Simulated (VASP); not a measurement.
# Ta4N5 (I4/m) in VASP: a series of runs

The runs below take Ta4N5 through single point, relaxation of cell and atoms, with PBEsol.

All numbers are computed with VASP 6.6.1; they aren't measurements. Logs are shortened: lines on timing, memory, paths and dates and some standing lists are left out, and cuts for length are marked.

### 1 The cell of the first run

It takes space group I4/m (No. 87, tetragonal). The conventional cell has a = 6.656 Å, b = 6.656 Å, c = 4.173 Å, α = 90.00°, β = 90.00°, γ = 90.00°. Within 2.7 Å of Ta (site symmetry m) lie 6 N at 2.03 to 2.18 Å. Within 2.7 Å of N (site symmetry 4/m) lie 4 Ta at 2.03 Å. N (site symmetry m) has 5 Ta at 2.09 to 2.18 Å within 2.8 Å.

### 2 Single point, PBEsol

INCAR

```
SYSTEM = Ta4N5
PREC = Accurate ; ENCUT = 520
EDIFF = 1E-7 ; ISMEAR = 0
SIGMA = 0.1 ; LREAL = .False.
LASPH = .True. ; NELM = 100
ALGO = Normal ; ISIF = 2
LWAVE = .False. ; LCHARG = .False.
GGA = PS ; NBANDS = 44
```

KPOINTS

```
Automatic mesh
0
Gamma
  10 10 10
  0 0 0
```

POSCAR

```
Ta4N5
1.0
   -3.3278602565      3.3278602565      2.0863145021
    3.3278602565     -3.3278602565      2.0863145021
    3.3278602565      3.3278602565     -2.0863145021
Ta N
4 5
Direct
    0.7863157705      0.6042122885      0.3905280590
    0.3957877115      0.7863157705      0.1821034820
    0.6042122885      0.2136842295      0.8178965180
    0.2136842295      0.3957877115      0.6094719410
    0.5000000000      0.5000000000      0.0000000000
    0.9093048934      0.2999847201      0.2092896136
    0.7000152799      0.9093048934      0.6093201733
    0.2999847201      0.0906951066      0.3906798267
    0.0906951066      0.7000152799      0.7907103864
```

Potentials or basis: VASP PAW PBE potentials, release 64 (Ta_pv, N).

The run is started by

```console
$ cat potpaw_PBE.64/Ta_pv/POTCAR potpaw_PBE.64/N/POTCAR > POTCAR
$ mpirun -np 1 vasp_std > vasp.out
```

OUTCAR:

```text
SYSTEM = Ta4N5
   PREC = Accurate
   ENCUT = 520
   EDIFF = 1E-7
   ISMEAR = 0
   LREAL = .False.
   LASPH = .True.
   NELM = 100
   ISIF = 2
   GGA = PS

 ion  position               nearest neighbor table
   1  0.786  0.604  0.391-   5 2.03   8 2.09   8 2.09   7 2.11   9 2.12   6 2.18   3 2.87   2 2.87
                             4 2.89   4 2.89   2 3.06   2 3.06   3 3.06   3 3.06   4 3.16
   2  0.396  0.786  0.182-   5 2.03   6 2.09   6 2.09   9 2.11   8 2.12   7 2.18   4 2.87   1 2.87
                             3 2.89   3 2.89   1 3.06   1 3.06   4 3.06   4 3.06   3 3.16
   3  0.604  0.214  0.818-   5 2.03   9 2.09   9 2.09   6 2.11   7 2.12   8 2.18   1 2.87   4 2.87
                             2 2.89   2 2.89   4 3.06   4 3.06   1 3.06   1 3.06   2 3.16
   4  0.214  0.396  0.609-   5 2.03   7 2.09   7 2.09   8 2.11   6 2.12   9 2.18   2 2.87   3 2.87
                             1 2.89   1 2.89   3 3.06   3 3.06   2 3.06   2 3.06   1 3.16
   5  0.500  0.500  0.000-   1 2.03   4 2.03   3 2.03   2 2.03
   6  0.909  0.300  0.209-   2 2.09   2 2.09   3 2.11   4 2.12   1 2.18
   7  0.700  0.909  0.609-   4 2.09   4 2.09   1 2.11   3 2.12   2 2.18
   8  0.300  0.091  0.391-   1 2.09   1 2.09   4 2.11   2 2.12   3 2.18
   9  0.091  0.700  0.791-   3 2.09   3 2.09   2 2.11   1 2.12   4 2.18

  LATTYP: Found a body centered tetragonal cell.
 ALAT       =     6.6557205130
 C/A-ratio  =     0.6269237111

  Lattice vectors:

 A1 = (  -3.3278602565,   3.3278602565,   2.0863145021)
 A2 = (   3.3278602565,  -3.3278602565,   2.0863145021)
 A3 = (   3.3278602565,   3.3278602565,  -2.0863145021)

Analysis of symmetry for initial positions (statically):
=====================================================================
 Subroutine PRICEL returns:
 Original cell was already a primitive cell.

 Routine SETGRP: Setting up the symmetry group for a
 body centered tetragonal supercell.

 Subroutine GETGRP returns: Found  8 space group operations
 (whereof  8 operations were pure point group operations)
 out of a pool of 16 trial point group operations.

The static configuration has the point symmetry C_4h.

Analysis of symmetry for dynamics (positions and initial velocities):
=====================================================================
 Subroutine PRICEL returns:
 Original cell was already a primitive cell.

 Routine SETGRP: Setting up the symmetry group for a
 body centered tetragonal supercell.

[... 119 lines left out ...]
   LREAL  =      F    real-space projection
   EDIFFG = 0.1E-05   stopping-criterion for IOM
   NSW    =      0    number of steps for IOM
   IBRION =     -1    ionic relax: 0-MD 1-quasi-New 2-CG
   NFREE  =      0    steps in history (QN), initial steepest desc. (CG)
   ISIF   =      2    stress and relaxation
   ISYM   =      2    0-nonsym 1-usesym 2-fastsym
   POTIM  = 0.5000    time-step for ionic-motion
   TEBEG  =    0.0;   TEEND  =   0.0 temperature during run
   PSTRESS=    0.0 pullay stress
   NELECT =      69.0000    total number of electrons
   NUPDOWN=      -1.0000    fix difference up-down
   EMIN   =  10.00;   EMAX   =-10.00  energy-range for DOS
   EFERMI =   0.00;   METHOD = LEGACY
   ISMEAR =     0;   SIGMA  =   0.10  broadening in eV -4-tet -1-fermi 0-gaus
   EFERMI_NEDOS =   21; number of points for ismear=-14 and -15
   IALGO  =     38    algorithm
   IMIX   =      4    mixing-type and parameters
     AMIX     =   0.40;   BMIX     =  1.00
     AMIX_MAG =   1.60;   BMIX_MAG =  1.00
  volume/ion in A,a.u.               =      10.27        69.30
  Fermi-wavevector in a.u.,A,eV,Ry     =   1.485142  2.806511 30.009633  2.205646
  Thomas-Fermi vector in A             =   2.598590
   LORBIT       =      0    0 simple, 1 ext, 2 COOP (PROOUT), +10 PAW based schemes
   GGA     = PS    functional components
   LHFCALC =     F    Hartree Fock is set to
   AEXX    =    0.0000 exact exchange contribution
   IVDW    =     0    specifies the selected vdW correction
   LEPSILON=     F    determine dielectric tensor
   LRPA    =     F    only Hartree local field effects (RPA)
 non-spin polarized calculation
 Gauss-broadening in eV      SIGMA  =   0.10
  energy-cutoff  :      520.00
  volume of cell :       92.42
 maximum number of plane-waves:      2519
 NGX is ok and might be reduce to    40
   NGX = 19   NGY = 19   NGZ = 19

 number of electron      69.0000001 magnetization

 Free energy of the ion-electron system (eV)
  ---------------------------------------------------
  ext. energy  EPLUGINS =         0.00000000
  ---------------------------------------------------
  free energy    TOTEN  =      -103.91334862 eV

  energy without entropy =     -103.90633467  energy(sigma->0) =     -103.90984164

 E-fermi :   8.3906     XC(G=0): -13.3014

 val. band max:        8.3800045125   @ k =  -0.3000   0.2000  -0.1000
 cond. band min:       8.4087429404   @ k =  -0.2000   0.4000   0.2000
 fundamental gap:      0.0287384279
 Fermi energy:         8.3905652181

 k-point     1 :       0.0000    0.0000    0.0000
  band No.  band energies     occupation
      1     -27.6756      2.00000
      2     -27.6634      2.00000
      3     -27.4609      2.00000
      4     -27.4609      2.00000
      5     -27.4537      2.00000
      6     -27.4537      2.00000
[... 1117 lines left out ...]
     43      11.8000      0.00000
     44      12.6385      0.00000

 [... further k-points ...]
[... 5 lines left out ...]
  --------------------------------------------------------------------------------------
  -------------------------------------------------------------------------------------
  Total       15.1308130     15.1308130     15.1356654      0.0000001      0.0000000      0.0000000
  in kB      262.3027938    262.3027938    262.3869129      0.0000014      0.0000000      0.0000000
  external PRESSURE =     262.3308335 kB  Pullay stress =       0.0000000 kB

 VOLUME and BASIS-vectors are now :
 -----------------------------------------------------------------------------
  energy-cutoff  :      520.00
  volume of cell :       92.42
      direct lattice vectors                 reciprocal lattice vectors
    -3.327860257  3.327860257  2.086314502     0.000000000  0.150246694  0.239657060
     3.327860257 -3.327860257  2.086314502     0.150246694  0.000000000  0.239657060
     3.327860257  3.327860257 -2.086314502     0.150246694  0.150246694  0.000000000

 POSITION                                       TOTAL-FORCE (eV/Angst)
 -----------------------------------------------------------------------------------
      0.69361      1.90564      2.08631         0.002357      0.002094      0.000000
      1.90564     -0.69361      2.08631         0.002094     -0.002357      0.000000
      1.42222      4.02147     -0.00000        -0.002094      0.002357      0.000000
      2.63425      1.42222     -0.00000        -0.002357     -0.002094     -0.000000
      0.00000      0.00000      2.08631        -0.000000      0.000000      0.000000
     -1.33125      2.72422      2.08631        -0.024054      0.013901      0.000000
      2.72422      1.33125      2.08631         0.013901      0.024054      0.000000
      0.60364      1.99661      0.00000        -0.013901     -0.024054     -0.000000
      4.65911      0.60364      0.00000         0.024054     -0.013901      0.000000
 -----------------------------------------------------------------------------------
    total drift:                                0.000000      0.000000     -0.000000

  FREE ENERGIE OF THE ION-ELECTRON SYSTEM (eV)
  ---------------------------------------------------
  free  energy   TOTEN  =      -103.9133486157 eV

  energy  without entropy=     -103.9063346656  energy(sigma->0) =     -103.90984164
```

OSZICAR:

```text
N       E                     dE             d eps       ncg     rms          rms(c)
DAV:   1     0.680229258342E+03    0.68023E+03   -0.38020E+04 12888   0.166E+03
DAV:   2    -0.666048281100E+02   -0.74683E+03   -0.72436E+03 14524   0.493E+02
DAV:   3    -0.116949382438E+03   -0.50345E+02   -0.49662E+02 15304   0.122E+02
DAV:   4    -0.118017407400E+03   -0.10680E+01   -0.10626E+01 15712   0.179E+01
DAV:   5    -0.118035813652E+03   -0.18406E-01   -0.18381E-01 15384   0.213E+00    0.614E+01
DAV:   6    -0.104373064144E+03    0.13663E+02   -0.70918E+01 15376   0.410E+01    0.270E+01
DAV:   7    -0.104037351183E+03    0.33571E+00   -0.33185E+00 15392   0.886E+00    0.151E+01
DAV:   8    -0.103923005854E+03    0.11435E+00   -0.30969E-01 14528   0.326E+00    0.107E+00
DAV:   9    -0.103913404632E+03    0.96012E-02   -0.50368E-02 16016   0.991E-01    0.305E-01
DAV:  10    -0.103913522192E+03   -0.11756E-03   -0.42975E-03 16036   0.444E-01    0.125E-01
DAV:  11    -0.103913330560E+03    0.19163E-03   -0.12112E-03 15284   0.171E-01    0.318E-02
DAV:  12    -0.103913345808E+03   -0.15248E-04   -0.15017E-04 15164   0.589E-02    0.222E-02
DAV:  13    -0.103913345003E+03    0.80493E-06   -0.12715E-05 15940   0.191E-02    0.116E-02
DAV:  14    -0.103913348587E+03   -0.35841E-05   -0.64965E-06 14524   0.119E-02    0.356E-03
DAV:  15    -0.103913348701E+03   -0.11388E-06   -0.54204E-07 14356   0.408E-03    0.114E-03
DAV:  16    -0.103913348616E+03    0.85201E-07   -0.15195E-07  9532   0.201E-03
   1 F= -.10391335E+03 E0= -.10390984E+03  d E =-.701395E-02
```

stdout:

```text
POSCAR found type information on POSCAR TaN
 POSCAR found :  2 types and       9 ions
 scaLAPACK will be used
 -----------------------------------------------------------------------------
|                                                                             |
|                                                                             |
|     You enforced a specific xc type in the INCAR file but a different       |
|     I HOPE YOU KNOW WHAT YOU ARE DOING!                                     |
|                                                                             |
 -----------------------------------------------------------------------------

 LDA part: xc-table for (Slater+PW92), standard interpolation
 POSCAR, INCAR and KPOINTS ok, starting setup
 FFT: planning ... GRIDC
 FFT: planning ... GRID_SOFT
 FFT: planning ... GRID
 WAVECAR not read
 entering main loop
```

Run time: 5.4 min. Hardware: 1 thread of Intel Xeon 6975P-C (Granite Rapids), shared host; peak memory 0.55 GiB.

What came out:

```yaml
Free_energy: -103.9133 eV
Pressure: 26.2 GPa
Largest_force: 0.028 eV/Å
Band_gap_on_the_k_mesh: zero (an odd number of electrons rules out a gap without spin polarisation)
```

Forces on the atoms (eV/Å):
```
Ta   0.002  0.002  0.000
Ta   0.002 -0.002  0.000
Ta  -0.002  0.002  0.000
Ta  -0.002 -0.002  0.000
N    0.000  0.000  0.000
N   -0.024  0.014  0.000
N    0.014  0.024  0.000
N   -0.014 -0.024  0.000
N    0.024 -0.014  0.000
```

Levels at points of the mesh, in eV from the Fermi level:
| k point | band 33 | band 34 | band 35 | band 36 | band 37 | band 38 |
| --- | --- | --- | --- | --- | --- | --- |
| (0.00, 0.00, 0.00) | -1.45 | -1.45 | -1.16 | 0.58 | 0.63 | 1.20 |
| (0.50, 0.00, 0.00) | -1.22 | 0.63 | 1.21 | 1.69 | 1.89 | 2.14 |
| (0.50, 0.50, 0.00) | -3.23 | -1.85 | -0.41 | 0.35 | 0.61 | 1.82 |
| (0.50, 0.50, 0.50) | -3.44 | -2.30 | -1.94 | -0.69 | -0.69 | 3.03 |

Caveat: the cell stands under pressure; the PAW data sets were made with another functional, which shifts forces and pressure a little; spin-orbit coupling is left out, which moves the levels of the heavy elements; an odd number of electrons without spin polarisation forces a metal; a magnetic or distorted state may lie lower.

### 3 Single point, PBEsol

This run uses another cell than the first one, of 10.62 Å³/atom.

INCAR

```
PREC     = Accurate       # precision mode
ENCUT    = 520            # plane-wave cutoff, eV
EDIFF    = 1E-6           # SCF threshold, eV
ISMEAR   = 0              # smearing method
SIGMA    = 0.1            # smearing width, eV
LREAL    = F              # projectors in reciprocal space
LASPH    = T              # aspherical terms in the spheres
NELM     = 100            # most SCF steps
ALGO     = Normal         # electronic algorithm
ISIF     = 2              # what is computed and relaxed
LWAVE    = F              # write WAVECAR
LCHARG   = F              # write CHGCAR
GGA      = PS             # functional
NBANDS   = 44             # bands
```

KPOINTS

```
regular mesh
0
Gamma
  10 10 10
```

POSCAR

```
Ta4N5
1.0
   -3.3687776175      3.3687776175      2.1060022031
    3.3687776175     -3.3687776175      2.1060022031
    3.3687776175      3.3687776175     -2.1060022031
Ta N
4 5
Direct
    0.7853629146      0.6046135527      0.3899764673
    0.3953864473      0.7853629146      0.1807493618
    0.6046135527      0.2146370854      0.8192506382
    0.2146370854      0.3953864473      0.6100235327
    0.5000000000      0.5000000000      0.0000000000
    0.9088187490      0.3029585435      0.2117772925
    0.6970414565      0.9088187490      0.6058602055
    0.3029585435      0.0911812510      0.3941397945
    0.0911812510      0.6970414565      0.7882227075
```

Potentials or basis: VASP PAW PBE potentials, release 64 (Ta_pv, N).

The run is started by

```console
$ cat potpaw_PBE.64/Ta_pv/POTCAR potpaw_PBE.64/N/POTCAR > POTCAR
$ mpirun -np 1 vasp_std > vasp.out
```

Run time: 4.4 min. Hardware: 1 thread of Intel Xeon 6975P-C (Granite Rapids), shared host; peak memory 0.55 GiB.

The run converged. Its results:

| Property | Result |
| --- | --- |
| Free energy | -104.3002 eV |
| Pressure | 13.0 GPa |
| Largest force | 0.025 eV/Å |
| Band gap on the k mesh | zero (an odd number of electrons rules out a gap without spin polarisation) |

Forces in eV/Å, atoms in the order of the input:
```
Ta   0.004  0.003  0.000
Ta   0.003 -0.004  0.000
Ta  -0.003  0.004  0.000
Ta  -0.004 -0.003  0.000
N    0.000  0.000  0.000
N   -0.021  0.013  0.000
N    0.013  0.021  0.000
N   -0.013 -0.021  0.000
N    0.021 -0.013  0.000
```

Levels at points of the mesh, in eV from the Fermi level:
```tsv
k point	band 33	band 34	band 35	band 36	band 37	band 38
(0.00, 0.00, 0.00)	-1.40	-1.40	-1.09	0.59	0.73	1.13
(0.50, 0.00, 0.00)	-1.20	0.58	1.15	1.61	1.87	2.07
(0.50, 0.50, 0.00)	-3.17	-1.76	-0.46	0.37	0.63	1.73
(0.50, 0.50, 0.50)	-3.36	-2.15	-1.85	-0.63	-0.63	2.80
```

Caveat: the cell stands under pressure; the PAW data sets were made with another functional, which shifts forces and pressure a little; spin-orbit coupling is left out, which moves the levels of the heavy elements; an odd number of electrons without spin polarisation forces a metal; a magnetic or distorted state may lie lower.

[end of part 1 of 2]

The gap in the log of VASP goes by the Fermi energy; the results here count the filled bands.